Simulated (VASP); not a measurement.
The system is Bi2Te3.

```xyz
5
Lattice="-2.1814 2.1814 8.6626 2.1814 -2.1814 8.6626 2.1814 2.1814 -8.6626" Properties=species:S:1:pos:R:3 pbc="T T T"
Bi    0.0000    0.0000    2.2388
Bi    0.0000    0.0000   15.0864
Te    0.0000    0.0000    5.5542
Te    0.0000    0.0000   11.7710
Te    0.0000    0.0000    8.6626
```

The cell was generated, and may not be a known phase.

| Item | Value |
| --- | --- |
| Program | VASP 6.6.1 |
| Task | relaxation of cell and atoms |
| Functional | PBE |
| Potentials or basis | VASP PAW PBE potentials, release 64 (Bi_d, Te) |
| Cutoff | 600 eV |
| k mesh | 6 × 6 × 6 |
| Occupations | gaussian, width 0.1 eV |
| Spin | no spin polarisation |

At the start: pressure 0.2 GPa; volume 32.98 Å³/atom.

Question: How do energy, volume and symmetry change on relaxing?

Answer: Over 18 steps the energy falls by 2.7 meV/atom and the volume is 32.53 Å³/atom (-1.3 %); space group I4/mmm (No. 139, to 0.1 Å) before and after.

The path:
| step | energy change (eV) | largest force (eV/Å) | pressure (GPa) | volume (Å³) |
| --- | --- | --- | --- | --- |
| 1 | 0.0000 | 0.1181 | 0.20 | 164.88 |
| 2 | -0.0034 | 0.0646 | -0.15 | 165.84 |
| 3 | -0.0036 | 0.0565 | -0.25 | 166.09 |
| 4 | -0.0056 | 0.0808 | -0.07 | 165.25 |
| 5 | -0.0063 | 0.1009 | 0.08 | 164.57 |
| 6 | -0.0082 | 0.0866 | -0.01 | 164.45 |
| 7 | -0.0112 | 0.0442 | -0.19 | 164.07 |
| 8 | -0.0113 | 0.0575 | -0.25 | 163.98 |
| 9 | -0.0121 | 0.0563 | -0.10 | 163.32 |
| 10 | -0.0123 | 0.0547 | 0.01 | 162.77 |
| 11 | -0.0124 | 0.0545 | -0.01 | 162.71 |
| 12 | -0.0124 | 0.0542 | 0.00 | 162.59 |
| 13 | -0.0123 | 0.0530 | 0.08 | 162.35 |
| 14 | -0.0124 | 0.0541 | 0.09 | 162.54 |
| 15 | -0.0126 | 0.0525 | -0.03 | 162.79 |
| 16 | -0.0127 | 0.0512 | -0.10 | 163.02 |
| 17 | -0.0130 | 0.0427 | -0.07 | 162.93 |
| 18 | -0.0134 | 0.0243 | 0.04 | 162.67 |

Final structure:
```
Bi Te
1.0
    -2.15256    2.15256    8.77702
     2.15256   -2.15256    8.77702
     2.15256    2.15256   -8.77702
Bi Te
2 3
Direct
  0.12496 0.12496 0.00000
  0.87504 0.87504 0.00000
  0.31837 0.31837 0.00000
  0.68163 0.68163 0.00000
  0.50000 0.50000 0.00000
```
